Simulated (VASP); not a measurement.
Input of a VASP 6.6.1 run:

The input INCAR:

```
SYSTEM = AlGa2As3
PREC = Accurate
ENCUT = 520
EDIFF = 1E-6
ISMEAR = 0
SIGMA = 0.1
LREAL = .False.
LASPH = .True.
NELM = 60
ALGO = Normal
ISIF = 2
LWAVE = .False.
LCHARG = .False.
GGA = PE
NBANDS = 56
```

The input KPOINTS:

```
regular mesh
0
Gamma
  6 6 1
  0 0 0
```

The input POSCAR:

```
AlGa2As3
1.0
    4.0477417000      0.0000000000      0.0000000000
   -2.0238709000      3.5054472000      0.0000000000
    0.0000000000      0.0000000000     19.9902996000
Al Ga As
2 4 6
Direct
    0.3333333000      0.6666667000      0.3329000000
    0.6666667000      0.3333333000      0.8329000000
    0.3333333000      0.6666667000      0.6668980000
    0.3333333000      0.6666667000      0.9999880000
    0.6666667000      0.3333333000      0.1668980000
    0.6666667000      0.3333333000      0.4999880000
    0.3333333000      0.6666667000      0.1248240000
    0.3333333000      0.6666667000      0.4575930000
    0.3333333000      0.6666667000      0.7917980000
    0.6666667000      0.3333333000      0.2917980000
    0.6666667000      0.3333333000      0.6248240000
    0.6666667000      0.3333333000      0.9575930000
```

Potentials or basis: VASP PAW PBE potentials, release 64 (Al, Ga_d, As).

Command:

```console
$ cat potpaw_PBE.64/Al/POTCAR potpaw_PBE.64/Ga_d/POTCAR potpaw_PBE.64/As/POTCAR > POTCAR
$ mpirun -np 1 vasp_std > vasp.out
```

Predict the pressure.

0.2 GPa.

Estimate the largest force.

0.009 eV/Å.

Forces in eV/Å, atoms in the order of the input:
```
Al   0.000  0.000  0.003
Al   0.000  0.000  0.003
Ga   0.000  0.000  0.004
Ga   0.000  0.000  0.008
Ga   0.000  0.000  0.004
Ga   0.000  0.000  0.008
As   0.000  0.000 -0.009
As   0.000  0.000 -0.005
As   0.000  0.000  0.000
As   0.000  0.000  0.000
As   0.000  0.000 -0.009
As   0.000  0.000 -0.005
```
